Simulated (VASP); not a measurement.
# MgGa3As3 (P1) in VASP: single point with PBE

Aim: the single point of MgGa3As3 with PBE.

Program: VASP 6.6.1. These are calculated values, not measurements. Logs are shortened: lines on timing, memory, paths and dates and some standing lists are left out, and cuts for length are marked.

## (1) The cell of the first run

The typed cell holds 7 atoms: a = 3.839 Å, b = 4.113 Å, c = 10.297 Å, α = 90.08°, β = 90.18°, γ = 89.96°.

## (2) Single point, PBE

Contents of INCAR:

```
PREC     = Accurate       # precision mode
ENCUT    = 520            # plane-wave cutoff, eV
EDIFF    = 1E-6           # SCF threshold, eV
ISMEAR   = 0              # smearing method
SIGMA    = 0.2            # smearing width, eV
LREAL    = F              # projectors in reciprocal space
LASPH    = T              # aspherical terms in the spheres
NELM     = 60             # most SCF steps
ALGO     = Fast           # electronic algorithm
ISIF     = 2              # what is computed and relaxed
LWAVE    = F              # write WAVECAR
LCHARG   = F              # write CHGCAR
GGA      = PE             # functional
NBANDS   = 37             # bands
```

Contents of KPOINTS:

```
regular mesh
0
Gamma
  6 6 2
```

Contents of POSCAR:

```
MgGa3As3
1.0
    3.8393429592      0.0013044918     -0.0059743593
    0.0013907299      4.1125768484     -0.0030033774
   -0.0154602091     -0.0074499912     10.2966656943
Mg Ga As
1 3 3
Direct
    0.5004576111      0.0350002134      0.0001320800
    0.4996086800      0.5185821667      0.1978748943
    0.5000755767      0.5167207073      0.8022058180
   -0.0000779824     -0.1375549913      0.4997857891
    0.4993221917      0.0146373424      0.3363578826
    0.0002706979      0.5408356876     -0.0001011461
    0.5003432250      0.0117788738      0.6637446821
```

Potentials or basis: VASP PAW PBE potentials, release 64 (Mg, Ga_d, As).

The run is started by

```console
$ cat potpaw_PBE.64/Mg/POTCAR potpaw_PBE.64/Ga_d/POTCAR potpaw_PBE.64/As/POTCAR > POTCAR
$ mpirun -np 1 vasp_std > vasp.out
```

OUTCAR:

```text
PREC = Accurate
   ENCUT = 520
   EDIFF = 1E-6
   ISMEAR = 0
   LREAL = F
   LASPH = T
   NELM = 60
   ISIF = 2
   GGA = PE

 ion  position               nearest neighbor table
   1  0.500  0.035  0.000-   6 2.79   6 2.80   6 2.83   6 2.83   2 2.84   3 2.84   2 2.94   3 2.95

   2  0.500  0.519  0.198-   5 2.49   5 2.52   6 2.80   6 2.81   1 2.84   1 2.94
   3  0.500  0.517  0.802-   7 2.49   7 2.52   6 2.80   6 2.80   1 2.84   1 2.95
   4  1.000  0.862  0.500-   7 2.63   5 2.63   7 2.63   5 2.63
   5  0.499  0.015  0.336-   2 2.49   2 2.52   4 2.63   4 2.63
   6  0.000  0.541  1.000-   1 2.79   2 2.80   3 2.80   1 2.80   3 2.80   2 2.81   1 2.83   1 2.83

   7  0.500  0.012  0.664-   3 2.49   3 2.52   4 2.63   4 2.63

  LATTYP: Found a triclinic cell.
 ALAT       =    10.2966799960
 B/A-ratio  =     0.3728724046
 C/A-ratio  =     0.3994081764
 COS(alpha) =     0.0006790699
 COS(beta)  =     0.0014543305
 COS(gamma) =     0.0030578039

  Lattice vectors:

 A1 = (  -0.0154602091,  -0.0074499912,  10.2966656943)
 A2 = (  -3.8393429592,  -0.0013044918,   0.0059743593)
 A3 = (  -0.0013907299,  -4.1125768484,   0.0030033774)

Analysis of symmetry for initial positions (statically):
=====================================================================
 Subroutine PRICEL returns:
 Original cell was already a primitive cell.

 Routine SETGRP: Setting up the symmetry group for a
 triclinic supercell.

 Subroutine GETGRP returns: Found  1 space group operations
 (whereof  1 operations were pure point group operations)
 out of a pool of  2 trial point group operations.

The static configuration has the point symmetry C_1 .

Analysis of symmetry for dynamics (positions and initial velocities):
=====================================================================
 Subroutine PRICEL returns:
 Original cell was already a primitive cell.

 Routine SETGRP: Setting up the symmetry group for a
 triclinic supercell.

 Subroutine GETGRP returns: Found  1 space group operations
 (whereof  1 operations were pure point group operations)
 out of a pool of  2 trial point group operations.

The dynamic configuration has the point symmetry C_1 .

 Subroutine INISYM returns: Found  1 space group operations
 (whereof  1 operations are pure point group operations),
 and found     1 'primitive' translations

----------------------------------------------------------------------------------------

                                     Primitive cell

  volume of cell :     162.5797

  direct lattice vectors                    reciprocal lattice vectors
     3.839342959  0.001304492 -0.005974359     0.260461871 -0.000087794  0.000391014
     0.001390730  4.112576848 -0.003003377    -0.000082344  0.243156707  0.000175809
    -0.015460209 -0.007449991 10.296665694     0.000151102  0.000070874  0.097119096

  length of vectors
     3.839347829  4.112578180 10.296679996     0.260462179  0.243156784  0.097119239

  position of ions in fractional coordinates (direct lattice)
     0.500457611  0.035000213  0.000132080
     0.499608680  0.518582167  0.197874894
     0.500075577  0.516720707  0.802205818
     0.999922018  0.862445009  0.499785789
     0.499322192  0.014637342  0.336357883
     0.000270698  0.540835688  0.999898854
     0.500343225  0.011778874  0.663744682

  ion indices of the primitive-cell ions
   primitive index   ion index
                 1           1
                 2           2
                 3           3
                 4           4
                 5           5
                 6           6
                 7           7

----------------------------------------------------------------------------------------

 KPOINTS: regular mesh

Automatic generation of k-mesh.
 Grid dimensions read from file:
 generate k-points for:    6    6    2

 Generating k-lattice:

  Cartesian coordinates                     Fractional coordinates (reciprocal lattice)
     0.043410312 -0.000014632  0.000065169     0.166666667  0.000000000  0.000000000
    -0.000013724  0.040526118  0.000029301    -0.000000000  0.166666667  0.000000000
     0.000075551  0.000035437  0.048559548     0.000000000  0.000000000  0.500000000

  Length of vectors
     0.043410363  0.040526131  0.048559620

  Shift w.r.t. Gamma in fractional coordinates (k-lattice)
     0.000000000  0.000000000  0.000000000

 Subroutine IBZKPT returns following result:
 ===========================================

 Found     40 irreducible k-points:

 Following reciprocal coordinates:
            Coordinates               Weight
  0.000000  0.000000  0.000000      1.000000
  0.166667 -0.000000 -0.000000      2.000000
  0.333333 -0.000000 -0.000000      2.000000
  0.500000 -0.000000 -0.000000      1.000000
 -0.000000  0.166667  0.000000      2.000000
  0.166667  0.166667 -0.000000      2.000000
[... 16 lines left out ...]
  0.333333 -0.000000  0.500000      2.000000
  0.500000 -0.000000  0.500000      1.000000
 [... further k-points ...]
   k-points           NKPTS =     40   k-points in BZ     NKDIM =     40   number of bands    NBANDS=     37
   number of dos      NEDOS =    301   number of ions     NIONS =      7
   total plane-waves  NPLWV =  76800
   dimension x,y,z NGX =    30 NGY =   32 NGZ =   80
   dimension x,y,z NGXF=    60 NGYF=   64 NGZF=  160
   ions per type =               1   3   3
   NGX,Y,Z   is equivalent  to a cutoff of  12.99, 12.94, 12.92 a.u.
   NGXF,Y,Z  is equivalent  to a cutoff of  25.98, 25.87, 25.83 a.u.
 SYSTEM =  unknown system
   PREC   = accura    normal or accurate (medium, high low for compatibility)
   ISTART =      0    job   : 0-new  1-cont  2-samecut
   ICHARG =      2    charge: 1-file 2-atom 10-const
   ISPIN  =      1    spin polarized calculation?
   LNONCOLLINEAR =      F non collinear calculations
   LSORBIT =      F    spin-orbit coupling
   LASPH  =      T    aspherical Exc in radial PAW
   ENCUT  =  520.0 eV  38.22 Ry    6.18 a.u.   7.14  7.65 19.15*2*pi/ulx,y,z
   NELM   =     60;   NELMIN=  2; NELMDL= -5     # of ELM steps
   EDIFF  = 0.1E-05   stopping-criterion for ELM
   LREAL  =      F    real-space projection
   EDIFFG = 0.1E-04   stopping-criterion for IOM
   NSW    =      0    number of steps for IOM
   IBRION =     -1    ionic relax: 0-MD 1-quasi-New 2-CG
   NFREE  =      0    steps in history (QN), initial steepest desc. (CG)
   ISIF   =      2    stress and relaxation
   ISYM   =      2    0-nonsym 1-usesym 2-fastsym
   POTIM  = 0.5000    time-step for ionic-motion
   TEBEG  =    0.0;   TEEND  =   0.0 temperature during run
   PSTRESS=    0.0 pullay stress
   NELECT =      56.0000    total number of electrons
   NUPDOWN=      -1.0000    fix difference up-down
   EMIN   =  10.00;   EMAX   =-10.00  energy-range for DOS
   EFERMI =   0.00;   METHOD = LEGACY
   ISMEAR =     0;   SIGMA  =   0.20  broadening in eV -4-tet -1-fermi 0-gaus
   EFERMI_NEDOS =   21; number of points for ismear=-14 and -15
   IALGO  =     68    algorithm
   IMIX   =      4    mixing-type and parameters
     AMIX     =   0.40;   BMIX     =  1.00
     AMIX_MAG =   1.60;   BMIX_MAG =  1.00
  volume/ion in A,a.u.               =      23.23       156.73
  Fermi-wavevector in a.u.,A,eV,Ry     =   1.147578  2.168607 17.917982  1.316935
  Thomas-Fermi vector in A             =   2.284257
   LORBIT       =      0    0 simple, 1 ext, 2 COOP (PROOUT), +10 PAW based schemes
   GGA     = PE    functional components
   LHFCALC =     F    Hartree Fock is set to
   AEXX    =    0.0000 exact exchange contribution
   IVDW    =     0    specifies the selected vdW correction
   LEPSILON=     F    determine dielectric tensor
   LRPA    =     F    only Hartree local field effects (RPA)
 non-spin polarized calculation
 RMM-DIIS sequential band-by-band and
 Gauss-broadening in eV      SIGMA  =   0.20
  energy-cutoff  :      520.00
  volume of cell :      162.58
 maximum number of plane-waves:      4410
 NGX is ok and might be reduce to    30
   NGX = 15   NGY = 15   NGZ = 39

 number of electron      56.0000016 magnetization

 Free energy of the ion-electron system (eV)
  ---------------------------------------------------
  ext. energy  EPLUGINS =         0.00000000
  ---------------------------------------------------
  free energy    TOTEN  =       -24.64254601 eV

  energy without entropy =      -24.60533295  energy(sigma->0) =      -24.62393948

 E-fermi :   3.8732     XC(G=0):  -9.4145

 val. band max:        3.7934354036   @ k =   0.1667   0.1667   0.5000
 cond. band min:       3.8898261242   @ k =   0.0000   0.0000   0.0000
 fundamental gap:      0.0963907206
 Fermi energy:         3.8731942930

 k-point     1 :       0.0000    0.0000    0.0000
  band No.  band energies     occupation
      1     -11.3415      2.00000
      2     -11.3344      2.00000
      3     -11.2849      2.00000
      4     -11.2823      2.00000
      5     -11.2792      2.00000
      6     -11.2734      2.00000
[... 29 lines left out ...]
     36       7.8438      0.00000
     37       8.2693      0.00000

 k-point     2 :       0.1667   -0.0000   -0.0000
  band No.  band energies     occupation
      1     -11.3355      2.00000
      2     -11.3299      2.00000
      3     -11.2941      2.00000
      4     -11.2838      2.00000
      5     -11.2791      2.00000
      6     -11.2777      2.00000
[... 29 lines left out ...]
     36       7.9605      0.00000
     37       8.3678      0.00000

 k-point     3 :       0.3333   -0.0000   -0.0000
  band No.  band energies     occupation
      1     -11.3247      2.00000
      2     -11.3217      2.00000
      3     -11.3122      2.00000
      4     -11.2862      2.00000
      5     -11.2823      2.00000
      6     -11.2789      2.00000
[... 29 lines left out ...]
     36       8.4502      0.00000
     37       8.8785      0.00000
[... 761 lines left out ...]
 k-point    23 :       0.3333   -0.0000    0.5000
  band No.  band energies     occupation
      1     -11.3255      2.00000
      2     -11.3198      2.00000
      3     -11.3134      2.00000
      4     -11.2862      2.00000
      5     -11.2827      2.00000
      6     -11.2785      2.00000
[... 29 lines left out ...]
     36       8.1232      0.00000
     37       8.5748      0.00000

 k-point    24 :       0.5000   -0.0000    0.5000
  band No.  band energies     occupation
      1     -11.3242      2.00000
      2     -11.3201      2.00000
      3     -11.3133      2.00000
      4     -11.2909      2.00000
      5     -11.2824      2.00000
      6     -11.2779      2.00000
[... 29 lines left out ...]
     36       7.8985      0.00000
     37       8.4241      0.00000

 [... further k-points ...]

------------------------ aborting loop because EDIFF is reached ----------------------------------------

  FORCE on cell =-STRESS in cart. coord.  units (eV):
  Direction    XX          YY          ZZ          XY          YZ          ZX
  --------------------------------------------------------------------------------------
  -------------------------------------------------------------------------------------
  Total       -0.0159156      0.0598792      0.0260027     -0.0059736     -0.0034135      0.0428555
  in kB       -0.1568435      0.5900931      0.2562490     -0.0588680     -0.0336388      0.4223290
  external PRESSURE =       0.2298329 kB  Pullay stress =       0.0000000 kB

 VOLUME and BASIS-vectors are now :
 -----------------------------------------------------------------------------
  energy-cutoff  :      520.00
  volume of cell :      162.58
      direct lattice vectors                 reciprocal lattice vectors
     3.839342959  0.001304492 -0.005974359     0.260461871 -0.000087794  0.000391014
     0.001390730  4.112576848 -0.003003377    -0.000082344  0.243156707  0.000175809
    -0.015460209 -0.007449991 10.296665694     0.000151102  0.000070874  0.097119096

 POSITION                                       TOTAL-FORCE (eV/Angst)
 -----------------------------------------------------------------------------------
      1.92148      0.14459     -0.00174        -0.000278     -0.000977     -0.000842
      1.91583      2.13189      2.03291         0.008003     -0.004273     -0.038245
      1.90828      2.11973      8.25551        -0.006387     -0.004002      0.037816
      3.83252      3.54445      5.13756        -0.000485     -0.004018      0.000488
      1.91189      0.05834      3.46034        -0.002108      0.009161      0.006323
     -0.01367      2.21678     10.29400        -0.001174     -0.005233      0.001307
      1.91074      0.04415      6.83133         0.002429      0.009341     -0.006847
 -----------------------------------------------------------------------------------
    total drift:                                0.000126      0.002334      0.000155

  FREE ENERGIE OF THE ION-ELECTRON SYSTEM (eV)
  ---------------------------------------------------
  free  energy   TOTEN  =       -24.6425460051 eV

  energy  without entropy=      -24.6053329544  energy(sigma->0) =      -24.62393948
```

It took 2.4 min on 1 thread of Intel Xeon 6975P-C (Granite Rapids), shared host; peak memory 0.39 GiB.

What came out:

```
Free energy            : -24.6425 eV
Pressure               : 0.0 GPa
Largest force          : 0.039 eV/Å
Band gap on the k mesh : zero (bands 28 and 29 overlap by 1.38 eV)
```

Forces in eV/Å, atoms in the order of the input:
```
Mg   0.000 -0.001 -0.001
Ga   0.008 -0.004 -0.038
Ga  -0.006 -0.004  0.038
Ga   0.000 -0.004  0.000
As  -0.002  0.009  0.006
As  -0.001 -0.005  0.001
As   0.002  0.009 -0.007
```

Levels at points of the mesh, in eV from the Fermi level:
```
           k point  band 24  band 25  band 26  band 27  band 28  band 29  band 30  band 31  band 32  band 33
(0.00, 0.00, 0.00)    -2.01    -1.14    -1.13    -1.08    -0.32     0.02     0.95     0.98     2.54     3.21
(0.50, 0.00, 0.00)    -2.42    -1.84    -1.50    -0.87    -0.73     0.61     1.08     2.13     2.35     2.49
(0.00, 0.50, 0.00)    -2.65    -1.95    -1.33    -1.00     0.42     0.72     1.92     2.19     3.29     3.39
(0.50, 0.50, 0.00)    -3.52    -3.27    -2.91    -1.86    -1.04    -0.96    -0.68     1.12     1.31     2.21
(0.00, 0.00, 0.50)    -1.85    -1.52    -1.12    -0.31     0.08     0.17     0.56     1.47     2.28     2.91
(0.50, 0.00, 0.50)    -1.95    -1.90    -1.58    -1.32    -0.85     0.72     1.55     1.58     1.92     2.81
(0.00, 0.50, 0.50)    -1.69    -1.32    -1.01    -0.82    -0.39     0.41     0.81     2.89     3.23     3.30
(0.50, 0.50, 0.50)    -3.70    -3.01    -2.95    -2.70    -1.58    -0.73     0.46     0.91     1.34     2.25
```
